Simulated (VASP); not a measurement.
# AlCl (Fm-3m) in VASP: a series of runs

The runs below take AlCl through single point, with PBE.

All numbers are computed with VASP 6.6.1; they aren't measurements. Logs are shortened: lines on timing, memory, paths and dates and some standing lists are left out, and cuts for length are marked.

## (1) The cell of the first run

The structure is cubic, space group Fm-3m (No. 225). The conventional cell has a = 5.581 Å, b = 5.581 Å, c = 5.581 Å, α = 90.00°, β = 90.00°, γ = 90.00°. Within 3.7 Å of Al (site symmetry m-3m) lie 6 Cl at 2.79 Å. Cl (site symmetry m-3m) has 6 Al at 2.79 Å within 3.7 Å.

## (2) Single point, PBE (volume scaled by 0.94)

Input file INCAR:

```
SYSTEM = AlCl
ALGO     = Normal         ! electronic algorithm
EDIFF    = 1E-7           ! SCF threshold, eV
ENCUT    = 520            ! plane-wave cutoff, eV
GGA      = PE             ! functional
ISIF     = 2              ! what is computed and relaxed
ISMEAR   = -1             ! smearing method
LASPH    = .TRUE.         ! aspherical terms in the spheres
LCHARG   = .FALSE.        ! write CHGCAR
LREAL    = .FALSE.        ! projectors in reciprocal space
LWAVE    = .FALSE.        ! write WAVECAR
NBANDS   = 12             ! bands
NELM     = 60             ! most SCF steps
PREC     = Accurate       ! precision mode
SIGMA    = 0.05           ! smearing width, eV
```

Input file KPOINTS:

```
k-points
0
G
  8 8 8
  0 0 0
```

Input file POSCAR:

```
AlCl
1.0
    0.0000000000      2.7904830397      2.7904830397
    2.7904830397      0.0000000000      2.7904830397
    2.7904830397      2.7904830397      0.0000000000
Al Cl
1 1
Direct
    0.5000000000      0.5000000000      0.5000000000
    0.0000000000      0.0000000000      0.0000000000
```

Potentials or basis: VASP PAW PBE potentials, release 64 (Al, Cl).

Launch:

```sh
cat potpaw_PBE.64/Al/POTCAR potpaw_PBE.64/Cl/POTCAR > POTCAR
mpirun -np 1 vasp_std > vasp.out
```

OUTCAR:

```text
SYSTEM = AlCl
   EDIFF = 1E-7
   ENCUT = 520
   GGA = PE
   ISIF = 2
   ISMEAR = -1
   LASPH = .TRUE.
   LREAL = .FALSE.
   NELM = 60
   PREC = Accurate

 ion  position               nearest neighbor table
   1  0.500  0.500  0.500-   2 2.79   2 2.79   2 2.79   2 2.79   2 2.79   2 2.79
   2  0.000  0.000  0.000-   1 2.79   1 2.79   1 2.79   1 2.79   1 2.79   1 2.79

  LATTYP: Found a face centered cubic cell.
 ALAT       =     5.5809660794

  Lattice vectors:

 A1 = (   0.0000000000,   2.7904830397,   2.7904830397)
 A2 = (   2.7904830397,   0.0000000000,   2.7904830397)
 A3 = (   2.7904830397,   2.7904830397,   0.0000000000)

Analysis of symmetry for initial positions (statically):
=====================================================================
 Subroutine PRICEL returns:
 Original cell was already a primitive cell.

 Routine SETGRP: Setting up the symmetry group for a
 face centered cubic supercell.

 Subroutine GETGRP returns: Found 48 space group operations
 (whereof 48 operations were pure point group operations)
 out of a pool of 48 trial point group operations.

The static configuration has the point symmetry O_h .

Analysis of symmetry for dynamics (positions and initial velocities):
=====================================================================
 Subroutine PRICEL returns:
 Original cell was already a primitive cell.

 Routine SETGRP: Setting up the symmetry group for a
 face centered cubic supercell.

 Subroutine GETGRP returns: Found 48 space group operations
 (whereof 48 operations were pure point group operations)
 out of a pool of 48 trial point group operations.

The dynamic configuration has the point symmetry O_h .

 Subroutine INISYM returns: Found 48 space group operations
 (whereof 48 operations are pure point group operations),
 and found     1 'primitive' translations

----------------------------------------------------------------------------------------

                                     Primitive cell

  volume of cell :      43.4578

  direct lattice vectors                    reciprocal lattice vectors
     0.000000000  2.790483040  2.790483040    -0.179180448  0.179180448  0.179180448
     2.790483040  0.000000000  2.790483040     0.179180448 -0.179180448  0.179180448
     2.790483040  2.790483040  0.000000000     0.179180448  0.179180448 -0.179180448

  length of vectors
     3.946338960  3.946338960  3.946338960     0.310349639  0.310349639  0.310349639

  position of ions in fractional coordinates (direct lattice)
     0.500000000  0.500000000  0.500000000
     0.000000000  0.000000000  0.000000000

  ion indices of the primitive-cell ions
   primitive index   ion index
                 1           1
                 2           2

----------------------------------------------------------------------------------------

 KPOINTS: k-points

Automatic generation of k-mesh.
 Grid dimensions read from file:
 generate k-points for:    8    8    8

 Generating k-lattice:

  Cartesian coordinates                     Fractional coordinates (reciprocal lattice)
    -0.022397556  0.022397556  0.022397556     0.125000000  0.000000000  0.000000000
     0.022397556 -0.022397556  0.022397556     0.000000000  0.125000000  0.000000000
     0.022397556  0.022397556 -0.022397556     0.000000000  0.000000000  0.125000000

  Length of vectors
     0.038793705  0.038793705  0.038793705

  Shift w.r.t. Gamma in fractional coordinates (k-lattice)
     0.000000000  0.000000000  0.000000000

 Subroutine IBZKPT returns following result:
 ===========================================

 Found     29 irreducible k-points:

 Following reciprocal coordinates:
            Coordinates               Weight
  0.000000  0.000000  0.000000      1.000000
  0.125000  0.000000  0.000000      8.000000
  0.250000  0.000000  0.000000      8.000000
  0.375000  0.000000  0.000000      8.000000
  0.500000  0.000000  0.000000      4.000000
  0.125000  0.125000  0.000000      6.000000
[... 16 lines left out ...]
  0.500000  0.250000  0.125000     48.000000
 -0.375000  0.250000  0.125000     24.000000
 [... further k-points ...]
   k-points           NKPTS =     29   k-points in BZ     NKDIM =     29   number of bands    NBANDS=     12
   number of dos      NEDOS =    301   number of ions     NIONS =      2
   total plane-waves  NPLWV =  27000
   dimension x,y,z NGX =    30 NGY =   30 NGZ =   30
   dimension x,y,z NGXF=    60 NGYF=   60 NGZF=   60
   ions per type =               1   1
   NGX,Y,Z   is equivalent  to a cutoff of  12.64, 12.64, 12.64 a.u.
   NGXF,Y,Z  is equivalent  to a cutoff of  25.28, 25.28, 25.28 a.u.
 SYSTEM =  AlCl
   PREC   = accura    normal or accurate (medium, high low for compatibility)
   ISTART =      0    job   : 0-new  1-cont  2-samecut
   ICHARG =      2    charge: 1-file 2-atom 10-const
   ISPIN  =      1    spin polarized calculation?
   LNONCOLLINEAR =      F non collinear calculations
   LSORBIT =      F    spin-orbit coupling
   LASPH  =      T    aspherical Exc in radial PAW
   ENCUT  =  520.0 eV  38.22 Ry    6.18 a.u.   7.34  7.34  7.34*2*pi/ulx,y,z
   NELM   =     60;   NELMIN=  2; NELMDL= -5     # of ELM steps
   EDIFF  = 0.1E-06   stopping-criterion for ELM
   LREAL  =      F    real-space projection
   EDIFFG = 0.1E-05   stopping-criterion for IOM
   NSW    =      0    number of steps for IOM
   IBRION =     -1    ionic relax: 0-MD 1-quasi-New 2-CG
   NFREE  =      0    steps in history (QN), initial steepest desc. (CG)
   ISIF   =      2    stress and relaxation
   ISYM   =      2    0-nonsym 1-usesym 2-fastsym
   POTIM  = 0.5000    time-step for ionic-motion
   TEBEG  =    0.0;   TEEND  =   0.0 temperature during run
   PSTRESS=    0.0 pullay stress
   NELECT =      10.0000    total number of electrons
   NUPDOWN=      -1.0000    fix difference up-down
   EMIN   =  10.00;   EMAX   =-10.00  energy-range for DOS
   EFERMI =   0.00;   METHOD = LEGACY
   ISMEAR =    -1;   SIGMA  =   0.05  broadening in eV -4-tet -1-fermi 0-gaus
   EFERMI_NEDOS =   21; number of points for ismear=-14 and -15
   IALGO  =     38    algorithm
   IMIX   =      4    mixing-type and parameters
     AMIX     =   0.40;   BMIX     =  1.00
     AMIX_MAG =   1.60;   BMIX_MAG =  1.00
  volume/ion in A,a.u.               =      21.73       146.63
  Fermi-wavevector in a.u.,A,eV,Ry     =   1.003195  1.895764 13.692912  1.006401
  Thomas-Fermi vector in A             =   2.135731
   LORBIT       =      0    0 simple, 1 ext, 2 COOP (PROOUT), +10 PAW based schemes
   GGA     = PE    functional components
   LHFCALC =     F    Hartree Fock is set to
   AEXX    =    0.0000 exact exchange contribution
   IVDW    =     0    specifies the selected vdW correction
   LEPSILON=     F    determine dielectric tensor
   LRPA    =     F    only Hartree local field effects (RPA)
 non-spin polarized calculation
  energy-cutoff  :      520.00
  volume of cell :       43.46
 maximum number of plane-waves:      1211
 NGX is ok and might be reduce to    30
   NGX = 15   NGY = 15   NGZ = 15

 number of electron      10.0000000 magnetization

 Free energy of the ion-electron system (eV)
  ---------------------------------------------------
  ext. energy  EPLUGINS =         0.00000000
  ---------------------------------------------------
  free energy    TOTEN  =        -5.80344725 eV

  energy without entropy =       -5.80340175  energy(sigma->0) =       -5.80342450

 E-fermi :   5.9339     XC(G=0):  -9.1269

 val. band max:        5.5930290433   @ k =   0.5000   0.0000   0.0000
 cond. band min:       6.3319315683   @ k =  -0.3750   0.1250   0.0000
 fundamental gap:      0.7389025249
 Fermi energy:         5.9339327511

 k-point     1 :       0.0000    0.0000    0.0000
  band No.  band energies     occupation
      1     -12.0069      2.00000
      2       0.7216      2.00000
      3       0.7216      2.00000
      4       0.7216      2.00000
      5       1.6906      2.00000
      6      10.8831      0.00000
      7      10.8831      0.00000
      8      10.8831      0.00000
      9      11.3889      0.00000
     10      11.3889      0.00000
     11      11.3889      0.00000
     12      12.7289      0.00000

 k-point     2 :       0.1250    0.0000    0.0000
  band No.  band energies     occupation
      1     -11.9443      2.00000
      2      -0.2507      2.00000
      3       0.6902      2.00000
      4       0.6902      2.00000
      5       2.7019      2.00000
      6       9.7093      0.00000
      7      10.1225      0.00000
      8      10.1225      0.00000
      9      11.4384      0.00000
     10      11.4384      0.00000
     11      11.7955      0.00000
     12      14.1853      0.00000

 k-point     3 :       0.2500    0.0000    0.0000
  band No.  band energies     occupation
      1     -11.7858      2.00000
      2      -1.3952      2.00000
      3       0.6185      2.00000
      4       0.6185      2.00000
      5       3.9612      2.00000
      6       8.3087      0.00000
      7       8.9759      0.00000
      8       8.9759      0.00000
      9      11.9779      0.00000
     10      12.4628      0.00000
     11      12.4628      0.00000
     12      16.4829      0.00000
[... 286 lines left out ...]
 k-point    23 :       0.5000    0.2500    0.1250
  band No.  band energies     occupation
      1     -11.5333      2.00000
      2      -1.9057      2.00000
      3      -0.2724      2.00000
      4       0.2877      2.00000
      5       4.7843      2.00000
      6       7.0287      0.00000
      7       8.8014      0.00000
      8       8.9404      0.00000
      9      12.1132      0.00000
     10      14.9682      0.00000
     11      15.2610      0.00000
     12      16.6103      0.00000

 k-point    24 :      -0.3750    0.2500    0.1250
  band No.  band energies     occupation
      1     -11.4747      2.00000
      2      -2.0635      2.00000
      3      -0.3504      2.00000
      4       0.1860      2.00000
      5       4.9245      2.00000
      6       6.8293      0.00000
      7       8.7452      0.00000
      8       9.0602      0.00000
      9      13.1571      0.00000
     10      13.4378      0.00000
     11      16.4340      0.00000
     12      16.8962      0.00000

 [... further k-points ...]
[... 5 lines left out ...]
  --------------------------------------------------------------------------------------
  -------------------------------------------------------------------------------------
  Total        2.2773578      2.2773578      2.2773578      0.0000000      0.0000000      0.0000000
  in kB       83.9602433     83.9602433     83.9602433      0.0000000      0.0000000      0.0000000
  external PRESSURE =      83.9602433 kB  Pullay stress =       0.0000000 kB

 VOLUME and BASIS-vectors are now :
 -----------------------------------------------------------------------------
  energy-cutoff  :      520.00
  volume of cell :       43.46
      direct lattice vectors                 reciprocal lattice vectors
     0.000000000  2.790483040  2.790483040    -0.179180448  0.179180448  0.179180448
     2.790483040  0.000000000  2.790483040     0.179180448 -0.179180448  0.179180448
     2.790483040  2.790483040  0.000000000     0.179180448  0.179180448 -0.179180448

 POSITION                                       TOTAL-FORCE (eV/Angst)
 -----------------------------------------------------------------------------------
      2.79048      2.79048      2.79048         0.000000     -0.000000      0.000000
      0.00000      0.00000      0.00000        -0.000000      0.000000     -0.000000
 -----------------------------------------------------------------------------------
    total drift:                               -0.000000      0.000000      0.000000

  FREE ENERGIE OF THE ION-ELECTRON SYSTEM (eV)
  ---------------------------------------------------
  free  energy   TOTEN  =        -5.8034472534 eV

  energy  without entropy=       -5.8034017495  energy(sigma->0) =       -5.80342450
```

Wall time 8.5 s (1 thread of Intel Xeon Platinum 8488C (Sapphire Rapids), shared host); peak memory 0.16 GiB.

Results:

```yaml
Free_energy: -5.8034 eV
Pressure: 8.4 GPa
Band_gap_on_the_k_mesh: 0.74 eV, indirect (least direct gap 0.80 eV)
```

Levels at points of the mesh, in eV from the valence-band top:
```csv
k point,band 3,band 4,band 5,band 6,band 7,band 8
"(0.00, 0.00, 0.00)",-4.87,-4.87,-3.90,5.29,5.29,5.29
"(0.50, 0.00, 0.00)",-5.07,-5.07,0.00,0.94,2.40,2.40
"(0.50, 0.50, 0.00)",-5.78,-5.78,-3.29,2.35,4.40,5.48
```

Caveat: the cell differs from its parent crystal (volume scaled by 0.94). A k mesh can miss the band edges.

## (3) Single point, PBE

This run uses another cell than the first one, of 23.12 Å³/atom, 1.064 times its volume.

Input file INCAR:

```
SYSTEM = AlCl
ALGO = Normal
EDIFF = 1E-6
ENCUT = 520
GGA = PE
ISIF = 2
ISMEAR = -1
LASPH = .True.
LCHARG = .False.
LREAL = .False.
LWAVE = .False.
NBANDS = 12
NELM = 100
PREC = Accurate
SIGMA = 0.05
```

Input file KPOINTS:

```
k-points
0
Gamma
  8 8 8
  0 0 0
```

Input file POSCAR:

```
AlCl
1.0
    0.0000000000      2.8486347600      2.8486347600
    2.8486347600      0.0000000000      2.8486347600
    2.8486347600      2.8486347600      0.0000000000
Al Cl
1 1
Direct
    0.5000000000      0.5000000000      0.5000000000
    0.0000000000      0.0000000000      0.0000000000
```

Potentials or basis: VASP PAW PBE potentials, release 64 (Al, Cl).

Launch:

```sh
cat potpaw_PBE.64/Al/POTCAR potpaw_PBE.64/Cl/POTCAR > POTCAR
mpirun -np 1 vasp_std > vasp.out
```

It took 7.5 s on 1 thread of Intel Xeon Platinum 8488C (Sapphire Rapids), shared host; peak memory 0.16 GiB.

The run converged. Its results:

```yaml
Free_energy: -5.9252 eV
Pressure: 5.7 GPa
Band_gap_on_the_k_mesh: 0.53 eV, direct
```

Levels at points of the mesh, in eV from the valence-band top:
```tsv
k point	band 2	band 3	band 4	band 5	band 6	band 7	band 8	band 9
(0.00, 0.00, 0.00)	-4.73	-4.73	-4.73	-4.04	5.35	5.35	5.35	5.43
(0.50, 0.00, 0.00)	-7.76	-4.90	-4.90	0.00	0.53	2.35	2.35	7.27
(0.50, 0.50, 0.00)	-6.88	-5.56	-5.56	-3.36	2.53	4.04	5.09	5.09
```
